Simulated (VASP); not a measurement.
The system is Mo.

```
CELL_PARAMETERS angstrom
-1.58381 1.58381 1.58381
1.58381 -1.58381 1.58381
1.58381 1.58381 -1.58381
ATOMIC_POSITIONS crystal
Mo 0.00000 0.00000 0.00000
```

* Program: VASP 6.6.1
* Task: relaxation of cell and atoms
* Functional: LDA
* Potentials or basis: VASP PAW LDA potentials, release 64 (Mo_sv)
* Cutoff: 600 eV
* k mesh: 8 × 8 × 8
* Occupations: gaussian, width 0.1 eV
* Spin: no spin polarisation

At the start: pressure -12.5 GPa; volume 15.89 Å³/atom.

How do energy, volume and symmetry change on relaxing?

Over 4 steps the energy falls by 30.6 meV/atom and the volume is 15.15 Å³/atom (-4.7 %); space group Im-3m (No. 229, to 0.05 Å).

Step by step:
```csv
step,energy change (eV),largest force (eV/Å),pressure (GPa),volume (Å³)
1,0.0000,0.0000,-12.53,15.89
2,0.2432,0.0000,50.45,13.20
3,-0.0305,0.0000,-0.78,15.18
4,-0.0306,0.0000,-0.11,15.15
```

Final structure:
```
Mo
1.0
    -1.55864    1.55864    1.55864
     1.55864   -1.55864    1.55864
     1.55864    1.55864   -1.55864
Mo
1
Direct
  0.00000 0.00000 0.00000
```
